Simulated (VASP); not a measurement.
Crystal: Ti3Si8Mo.

```xyz
12
Lattice="4.7285 0.0000 0.0000 0.0000 4.7285 0.0000 0.0000 0.0000 8.1559" Properties=species:S:1:pos:R:3 pbc="T T T"
Ti    0.0000    2.3642    0.0000
Ti    2.3642    2.3642    4.0780
Ti    2.3642    0.0000    0.0000
Si    0.0000    2.3642    5.4202
Si    0.0000    0.0000    1.3422
Si    2.3642    2.3642    1.3422
Si    2.3642    0.0000    5.4202
Si    0.0000    2.3642    2.7357
Si    0.0000    0.0000    6.8137
Si    2.3642    2.3642    6.8137
Si    2.3642    0.0000    2.7357
Mo    0.0000    0.0000    4.0780
```

```yaml
Program: VASP 6.6.1
Task: relaxation of cell and atoms
Functional: PBE
Potentials_or_basis: VASP PAW PBE potentials, release 64 (Ti_sv, Si, Mo_sv)
Cutoff: 500 eV
k_mesh: 4 × 4 × 2
Occupations: gaussian, width 0.1 eV
Spin: no spin polarisation
```

At the start: pressure -9.3 GPa; volume 15.20 Å³/atom.

Problem. How do energy, volume and symmetry change on relaxing?

Solution. Over 14 steps the energy falls by 47.2 meV/atom and the volume is 14.11 Å³/atom (-7.1 %); space group P4/mmm (No. 123, to 0.1 Å) before and after.

Step by step:
```tsv
step	energy change (eV)	largest force (eV/Å)	pressure (GPa)	volume (Å³)
1	0.0000	0.4018	-9.25	182.35
2	-0.1843	0.5455	9.96	160.14
3	-0.4339	0.4848	0.49	169.17
4	-0.4889	0.4350	0.19	169.13
5	-0.5168	0.4272	-0.02	169.06
6	-0.4793	0.2986	-0.25	168.87
7	-0.5211	0.4021	-0.10	169.03
8	-0.5429	0.2339	0.20	168.75
9	-0.5480	0.2062	0.47	168.54
10	-0.5613	0.1342	-0.52	169.71
11	-0.5617	0.1195	-0.71	169.95
12	-0.5638	0.0654	0.78	168.41
13	-0.5664	0.0546	0.13	169.06
14	-0.5669	0.0173	-0.11	169.33
```

Final structure:
```yaml
crystal:
  lattice:
    - [4.53874, 0.00000, 0.00000]
    - [0.00000, 4.53874, 0.00000]
    - [0.00000, 0.00000, 8.22001]
  atoms:
    - { symbol: Ti, position: [0.00000, 0.50000, 0.00000] }
    - { symbol: Ti, position: [0.50000, 0.50000, 0.50000] }
    - { symbol: Ti, position: [0.50000, 0.00000, 0.00000] }
    - { symbol: Si, position: [0.00000, 0.50000, 0.66579] }
    - { symbol: Si, position: [0.00000, 0.00000, 0.16998] }
    - { symbol: Si, position: [0.50000, 0.50000, 0.18471] }
    - { symbol: Si, position: [0.50000, 0.00000, 0.66579] }
    - { symbol: Si, position: [0.00000, 0.50000, 0.33421] }
    - { symbol: Si, position: [0.00000, 0.00000, 0.83002] }
    - { symbol: Si, position: [0.50000, 0.50000, 0.81529] }
    - { symbol: Si, position: [0.50000, 0.00000, 0.33421] }
    - { symbol: Mo, position: [0.00000, 0.00000, 0.50000] }
```

Caveat: the k points lie up to 0.38 Å⁻¹ apart in the final cell, too coarse for converged energies and pressures of a metal.
